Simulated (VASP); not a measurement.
# HfN (P3m1) in VASP: single point with PBE

Aim: the single point of HfN with PBE.

Program: VASP 6.6.1. These are calculated values, not measurements. Logs are shortened: lines on timing, memory, paths and dates and some standing lists are left out, and cuts for length are marked.

### Step 1. The cell of the first run

It takes space group P3m1 (No. 156, trigonal). The conventional cell has a = 3.216 Å, b = 3.216 Å, c = 13.877 Å, α = 90.00°, β = 90.00°, γ = 120.00°. Hf (site symmetry 3m) has 6 N at 2.27 Å within 3.0 Å. Hf (site symmetry 3m) has 6 N at 2.27 Å within 3.0 Å. Within 3.0 Å of Hf (site symmetry 3m) lie 3 N at 2.27 Å. Within 3.0 Å of N (site symmetry 3m) lie 6 Hf at 2.27 Å. N (site symmetry 3m) has 6 Hf at 2.27 Å within 3.0 Å. Within 3.0 Å of N (site symmetry 3m) lie 3 Hf at 2.27 Å.

### Step 2. Single point, PBE (the distance across one plane changed)

File INCAR:

```
ALGO = Normal
EDIFF = 1E-7
ENCUT = 520
GGA = PE
ISIF = 2
ISMEAR = 0
LASPH = True
LCHARG = True
LELF = True
LREAL = False
LVHAR = True
LWAVE = False
NBANDS = 32
NELM = 100
PREC = Accurate
SIGMA = 0.15
```

File KPOINTS:

```
k-points
0
Gamma
  21 21 8
```

File POSCAR:

```
HfN
1.0
    2.2738965586     -2.2738965586      0.0000000000
    2.2738965586      0.0000000000     -2.2738965586
    8.0118947323      8.0118947323      8.0118947323
Hf N
3 3
Direct
    0.3333333333      0.3333333333      0.3311081349
    0.6666666667      0.6666666667      0.1418980804
    1.0000000000      0.0000000000      0.5203181894
    0.6666666667      0.6666666667      0.4257131622
    1.0000000000      0.0000000000      0.2365031076
    0.3333333333      0.3333333333      0.0472930531
```

Potentials or basis: VASP PAW PBE potentials, release 64 (Hf_pv, N).

Started as:

```
cat potpaw_PBE.64/Hf_pv/POTCAR potpaw_PBE.64/N/POTCAR > POTCAR
mpirun -np 1 vasp_std > vasp.out
```

OUTCAR:

```text
EDIFF = 1E-7
   ENCUT = 520
   GGA = PE
   ISIF = 2
   ISMEAR = 0
   LASPH = True
   LREAL = False
   NELM = 100
   PREC = Accurate

 ion  position               nearest neighbor table
   1  0.333  0.333  0.331-   5 2.27   4 2.27   4 2.27   5 2.27   5 2.27   4 2.27   3 3.22   2 3.22
                             2 3.22   3 3.22   3 3.22   2 3.22
   2  0.667  0.667  0.142-   5 2.27   5 2.27   5 2.27   6 2.27   6 2.27   6 2.27   1 3.22   1 3.22
                             1 3.22
   3  0.000  0.000  0.520-   4 2.27   4 2.27   4 2.27   1 3.22   1 3.22   1 3.22
   4  0.667  0.667  0.426-   3 2.27   3 2.27   3 2.27   1 2.27   1 2.27   1 2.27
   5  0.000  0.000  0.237-   2 2.27   2 2.27   2 2.27   1 2.27   1 2.27   1 2.27
   6  0.333  0.333  0.047-   2 2.27   2 2.27   2 2.27

  LATTYP: Found a hexagonal cell.
 ALAT       =     3.2157753526
 C/A-ratio  =     4.3152917165

  Lattice vectors:

 A1 = (  -2.2738965586,   0.0000000000,   2.2738965586)
 A2 = (   2.2738965586,  -2.2738965586,   0.0000000000)
 A3 = (   8.0118947323,   8.0118947323,   8.0118947323)

Analysis of symmetry for initial positions (statically):
=====================================================================
 Subroutine PRICEL returns:
 Original cell was already a primitive cell.

 Routine SETGRP: Setting up the symmetry group for a
 hexagonal supercell.

 Subroutine GETGRP returns: Found  6 space group operations
 (whereof  6 operations were pure point group operations)
 out of a pool of 24 trial point group operations.

The static configuration has the point symmetry C_3v.

Analysis of symmetry for dynamics (positions and initial velocities):
=====================================================================
 Subroutine PRICEL returns:
 Original cell was already a primitive cell.

 Routine SETGRP: Setting up the symmetry group for a
 hexagonal supercell.

 Subroutine GETGRP returns: Found  6 space group operations
 (whereof  6 operations were pure point group operations)
 out of a pool of 24 trial point group operations.

The dynamic configuration has the point symmetry C_3v.

 Subroutine INISYM returns: Found  6 space group operations
 (whereof  6 operations are pure point group operations),
 and found     1 'primitive' translations

----------------------------------------------------------------------------------------

                                     Primitive cell

  volume of cell :     124.2790

  direct lattice vectors                    reciprocal lattice vectors
     2.273896559 -2.273896559  0.000000000     0.146591248 -0.293182495  0.146591248
     2.273896559  0.000000000 -2.273896559     0.146591248  0.146591248 -0.293182495
     8.011894732  8.011894732  8.011894732     0.041604807  0.041604807  0.041604807

  length of vectors
     3.215775353  3.215775353 13.877008741     0.359073757  0.359073757  0.072061639

  position of ions in fractional coordinates (direct lattice)
     0.333333333  0.333333333  0.331108135
     0.666666667  0.666666667  0.141898080
     0.000000000  0.000000000  0.520318189
     0.666666667  0.666666667  0.425713162
     0.000000000  0.000000000  0.236503108
     0.333333333  0.333333333  0.047293053

  ion indices of the primitive-cell ions
   primitive index   ion index
                 1           1
                 2           2
                 3           3
                 4           4
                 5           5
                 6           6

----------------------------------------------------------------------------------------

 KPOINTS: k-points

Automatic generation of k-mesh.
 Grid dimensions read from file:
 generate k-points for:   21   21    8

 Generating k-lattice:

  Cartesian coordinates                     Fractional coordinates (reciprocal lattice)
     0.006980536 -0.013961071  0.006980536     0.047619048  0.000000000  0.000000000
     0.006980536  0.006980536 -0.013961071     0.000000000  0.047619048  0.000000000
     0.005200601  0.005200601  0.005200601     0.000000000  0.000000000  0.125000000

  Length of vectors
     0.017098750  0.017098750  0.009007705

  Shift w.r.t. Gamma in fractional coordinates (k-lattice)
     0.000000000  0.000000000  0.000000000

 Subroutine IBZKPT returns following result:
 ===========================================

 Found    351 irreducible k-points:

 Following reciprocal coordinates:
            Coordinates               Weight
  0.000000  0.000000  0.000000      1.000000
  0.047619  0.000000  0.000000      6.000000
  0.095238  0.000000  0.000000      6.000000
  0.142857  0.000000  0.000000      6.000000
  0.190476  0.000000  0.000000      6.000000
  0.238095  0.000000  0.000000      6.000000
[... 16 lines left out ...]
  0.238095  0.095238 -0.000000     12.000000
  0.285714  0.095238 -0.000000     12.000000
 [... further k-points ...]
   k-points           NKPTS =    351   k-points in BZ     NKDIM =    351   number of bands    NBANDS=     32
   number of dos      NEDOS =    301   number of ions     NIONS =      6
   total plane-waves  NPLWV =  62208
   dimension x,y,z NGX =    24 NGY =   24 NGZ =  108
   dimension x,y,z NGXF=    48 NGYF=   48 NGZF=  216
   ions per type =               3   3
   NGX,Y,Z   is equivalent  to a cutoff of  12.41, 12.41, 12.94 a.u.
   NGXF,Y,Z  is equivalent  to a cutoff of  24.81, 24.81, 25.88 a.u.
 SYSTEM =  unknown system
   PREC   = accura    normal or accurate (medium, high low for compatibility)
   ISTART =      0    job   : 0-new  1-cont  2-samecut
   ICHARG =      2    charge: 1-file 2-atom 10-const
   ISPIN  =      1    spin polarized calculation?
   LNONCOLLINEAR =      F non collinear calculations
   LSORBIT =      F    spin-orbit coupling
   LASPH  =      T    aspherical Exc in radial PAW
   ENCUT  =  520.0 eV  38.22 Ry    6.18 a.u.   5.98  5.98 25.80*2*pi/ulx,y,z
   NELM   =    100;   NELMIN=  2; NELMDL= -5     # of ELM steps
   EDIFF  = 0.1E-06   stopping-criterion for ELM
   LREAL  =      F    real-space projection
   EDIFFG = 0.1E-05   stopping-criterion for IOM
   NSW    =      0    number of steps for IOM
   IBRION =     -1    ionic relax: 0-MD 1-quasi-New 2-CG
   NFREE  =      0    steps in history (QN), initial steepest desc. (CG)
   ISIF   =      2    stress and relaxation
   ISYM   =      2    0-nonsym 1-usesym 2-fastsym
   POTIM  = 0.5000    time-step for ionic-motion
   TEBEG  =    0.0;   TEEND  =   0.0 temperature during run
   PSTRESS=    0.0 pullay stress
   NELECT =      45.0000    total number of electrons
   NUPDOWN=      -1.0000    fix difference up-down
   EMIN   =  10.00;   EMAX   =-10.00  energy-range for DOS
   EFERMI =   0.00;   METHOD = LEGACY
   ISMEAR =     0;   SIGMA  =   0.15  broadening in eV -4-tet -1-fermi 0-gaus
   EFERMI_NEDOS =   21; number of points for ismear=-14 and -15
   IALGO  =     38    algorithm
   IMIX   =      4    mixing-type and parameters
     AMIX     =   0.40;   BMIX     =  1.00
     AMIX_MAG =   1.60;   BMIX_MAG =  1.00
  volume/ion in A,a.u.               =      20.71       139.78
  Fermi-wavevector in a.u.,A,eV,Ry     =   1.166845  2.205017 18.524692  1.361526
  Thomas-Fermi vector in A             =   2.303353
   LORBIT       =      0    0 simple, 1 ext, 2 COOP (PROOUT), +10 PAW based schemes
   GGA     = PE    functional components
   LHFCALC =     F    Hartree Fock is set to
   AEXX    =    0.0000 exact exchange contribution
   IVDW    =     0    specifies the selected vdW correction
   LEPSILON=     F    determine dielectric tensor
   LRPA    =     F    only Hartree local field effects (RPA)
 non-spin polarized calculation
 Gauss-broadening in eV      SIGMA  =   0.15
  energy-cutoff  :      520.00
  volume of cell :      124.28
 maximum number of plane-waves:      3402
   NGX = 11   NGY = 11   NGZ = 51

 number of electron      45.0000007 magnetization

 Free energy of the ion-electron system (eV)
  ---------------------------------------------------
  ext. energy  EPLUGINS =         0.00000000
  ---------------------------------------------------
  free energy    TOTEN  =       -60.56189004 eV

  energy without entropy =      -60.50892129  energy(sigma->0) =      -60.53540566

 E-fermi :   1.5625     XC(G=0):  -8.5628

 val. band max:        1.5587674060   @ k =   0.4762   0.1429   0.1250
 cond. band min:       1.5688980490   @ k =   0.2381   0.0952  -0.0000
 fundamental gap:      0.0101306430
 Fermi energy:         1.5624903962

 k-point     1 :       0.0000    0.0000    0.0000
  band No.  band energies     occupation
      1     -30.0748      2.00000
      2     -29.6359      2.00000
      3     -29.4489      2.00000
      4     -29.4489      2.00000
      5     -29.2302      2.00000
      6     -29.2302      2.00000
[... 24 lines left out ...]
     31       4.8302      0.00000
     32       5.2994      0.00000

 k-point     2 :       0.0476    0.0000    0.0000
  band No.  band energies     occupation
      1     -30.0702      2.00000
      2     -29.6372      2.00000
      3     -29.4626      2.00000
      4     -29.4523      2.00000
      5     -29.2430      2.00000
      6     -29.2329      2.00000
[... 24 lines left out ...]
     31       4.8716      0.00000
     32       5.3871      0.00000

 k-point     3 :       0.0952    0.0000    0.0000
  band No.  band energies     occupation
      1     -30.0568      2.00000
      2     -29.6433      2.00000
      3     -29.5001      2.00000
      4     -29.4625      2.00000
      5     -29.2802      2.00000
      6     -29.2408      2.00000
[... 24 lines left out ...]
     31       4.9927      0.00000
     32       5.5000      0.00000

 k-point     4 :       0.1429    0.0000    0.0000
  band No.  band energies     occupation
      1     -30.0358      2.00000
      2     -29.6637      2.00000
      3     -29.5474      2.00000
      4     -29.4784      2.00000
      5     -29.3370      2.00000
      6     -29.2532      2.00000
[... 654 lines left out ...]
     31       5.3400      0.00000
     32       5.6374      0.00000

 k-point    23 :       0.2381    0.0952   -0.0000
  band No.  band energies     occupation
      1     -29.9997      2.00000
      2     -29.7345      2.00000
      3     -29.5901      2.00000
      4     -29.5162      2.00000
      5     -29.4224      2.00000
      6     -29.2837      2.00000
[... 24 lines left out ...]
     31       5.6524      0.00000
     32       5.7835      0.00000

 k-point    24 :       0.2857    0.0952   -0.0000
  band No.  band energies     occupation
      1     -29.9759      2.00000
      2     -29.8044      2.00000
      3     -29.6102      2.00000
      4     -29.5414      2.00000
      5     -29.4832      2.00000
      6     -29.3052      2.00000
[... 24 lines left out ...]
     31       5.8904      0.00000
     32       6.1042      0.00000

 [... further k-points ...]
[... 5 lines left out ...]
  --------------------------------------------------------------------------------------
  -------------------------------------------------------------------------------------
  Total       -3.7756700     -3.7756700     -3.7756700     -0.8012389     -0.8012389     -0.8012389
  in kB      -48.6750839    -48.6750839    -48.6750839    -10.3293914    -10.3293914    -10.3293914
  external PRESSURE =     -48.6750839 kB  Pullay stress =       0.0000000 kB

 VOLUME and BASIS-vectors are now :
 -----------------------------------------------------------------------------
  energy-cutoff  :      520.00
  volume of cell :      124.28
      direct lattice vectors                 reciprocal lattice vectors
     2.273896559 -2.273896559  0.000000000     0.146591248 -0.293182495  0.146591248
     2.273896559  0.000000000 -2.273896559     0.146591248  0.146591248 -0.293182495
     8.011894732  8.011894732  8.011894732     0.041604807  0.041604807  0.041604807

 POSITION                                       TOTAL-FORCE (eV/Angst)
 -----------------------------------------------------------------------------------
      4.16873      1.89484      1.89484         0.678112      0.678112      0.678112
      4.16873     -0.37906     -0.37906        -3.816488     -3.816488     -3.816488
      4.16873      4.16873      4.16873        -0.250403     -0.250403     -0.250403
      6.44263      1.89484      1.89484        -0.170810     -0.170810     -0.170810
      1.89484      1.89484      1.89484         0.739322      0.739322      0.739322
      1.89484     -0.37906     -0.37906         2.820267      2.820267      2.820267
 -----------------------------------------------------------------------------------
    total drift:                                0.000152      0.000152      0.000152

  FREE ENERGIE OF THE ION-ELECTRON SYSTEM (eV)
  ---------------------------------------------------
  free  energy   TOTEN  =       -60.5618900390 eV

  energy  without entropy=      -60.5089212881  energy(sigma->0) =      -60.53540566
```

Wall time 17 min (1 thread of Intel Xeon 6975P-C (Granite Rapids), shared host); peak memory 1.1 GiB.

Results:

- Free energy: -60.5619 eV
- Pressure: -4.9 GPa
- Largest force: 6.610 eV/Å
- Band gap on the k mesh: zero (an odd number of electrons rules out a gap without spin polarisation)

Forces in eV/Å, atoms in the order of the input:
```
Hf   0.678  0.678  0.678
Hf  -3.816 -3.816 -3.816
Hf  -0.250 -0.250 -0.250
N   -0.171 -0.171 -0.171
N    0.739  0.739  0.739
N    2.820  2.820  2.820
```

Stress tensor (GPa, compression positive):
```
-4.87 -1.03 -1.03
-1.03 -4.87 -1.03
-1.03 -1.03 -4.87
```

Levels at points of the mesh, in eV from the Fermi level:
```csv
k point,band 20,band 21,band 22,band 23,band 24,band 25,band 26,band 27
"(0.00, 0.00, 0.00)",-0.84,-0.12,-0.12,0.37,0.84,0.84,1.45,2.38
"(0.00, 0.00, 0.50)",-0.82,-0.12,-0.12,0.36,0.84,0.84,1.45,2.38
```

Caveat: the cell differs from its parent crystal (the distance across one plane changed); the cell stands under tension; spin-orbit coupling is left out, which moves the levels of the heavy elements; forces of over 1 eV/Å act on the atoms, so gaps and moduli don't describe the material at rest.
